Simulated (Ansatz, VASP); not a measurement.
# One calculation of Cu, two programs

File INCAR:

```
PREC = Accurate
ENCUT = 520
EDIFF = 1E-6
ISMEAR = 0
SIGMA = 0.1
LREAL = False
LASPH = True
NELM = 100
ALGO = Fast
ISIF = 2
LWAVE = False
LCHARG = False
GGA = PE
NBANDS = 54
```

File KPOINTS:

```
regular mesh
0
Gamma
  4 4 4
```

The input POSCAR:

```
Cu
1.0
    0.0000000000      3.7017132300      3.7017132300
    3.7017132300      0.0000000000      3.7017132300
    3.7017132300      3.7017132300      0.0000000000
Cu
8
Direct
    0.8831778600      0.8831778600      0.8831778600
    0.8831778600      0.8831778600      0.3504664300
    0.8831778600      0.3504664300      0.8831778600
    0.3504664300      0.8831778600      0.8831778600
    0.3668221400      0.3668221400      0.8995335700
    0.3668221400      0.3668221400      0.3668221400
    0.3668221400      0.8995335700      0.3668221400
    0.8995335700      0.3668221400      0.3668221400
```

Input for Ansatz:

```yaml
crystal:
  lattice:
    - [0.0, 3.70171323, 3.70171323]
    - [3.70171323, 0.0, 3.70171323]
    - [3.70171323, 3.70171323, 0.0]
  atoms:
    - { symbol: Cu, position: [0.88317786, 0.88317786, 0.88317786] }
    - { symbol: Cu, position: [0.88317786, 0.88317786, 0.35046643] }
    - { symbol: Cu, position: [0.88317786, 0.35046643, 0.88317786] }
    - { symbol: Cu, position: [0.35046643, 0.88317786, 0.88317786] }
    - { symbol: Cu, position: [0.36682214, 0.36682214, 0.89953357] }
    - { symbol: Cu, position: [0.36682214, 0.36682214, 0.36682214] }
    - { symbol: Cu, position: [0.36682214, 0.89953357, 0.36682214] }
    - { symbol: Cu, position: [0.89953357, 0.36682214, 0.36682214] }
basis:
  ecutwfc: 420
kpoints:
  mp_grid: { grid: [4, 4, 4] }
hamiltonian:
  xc: pbe
scf:
  occupations: { method: gaussian, width: 0.1 }
  lower_state_search: "off"
output:
  forces: true
  stress: true
  eigenvalues: true
```

Alike in both runs: task single point; functional PBE; k mesh 4 × 4 × 4; occupations gaussian, width 0.1 eV; no spin polarisation.

|  | VASP | Ansatz |
| --- | --- | --- |
| version | VASP 6.6.1 | Ansatz 0.2.0 |
| potentials or method | VASP PAW PBE potentials, release 64 (Cu), cutoff 520 eV | scalar-relativistic, plane waves, PAW |
| valence electrons in the cell | 88 | 152 |

```csv
,VASP,Ansatz,Ansatz less VASP
gap on the k mesh at the Fermi level (eV),none,none,-
pressure (GPa),-2.2,-3.1,-0.88
rms of the force components (eV/Å),0.724,0.721,-0.0034
```

Atom by atom the forces differ by 0.003 eV/Å (rms over components). A gap of «none» marks a metal or a gap that the smearing closes. VASP's potentials hold 88 valence electrons a cell and Ansatz's 152, so a difference there can come from the potentials and not from the codes.

The k mesh is coarse, so the values compare programs but aren't converged.
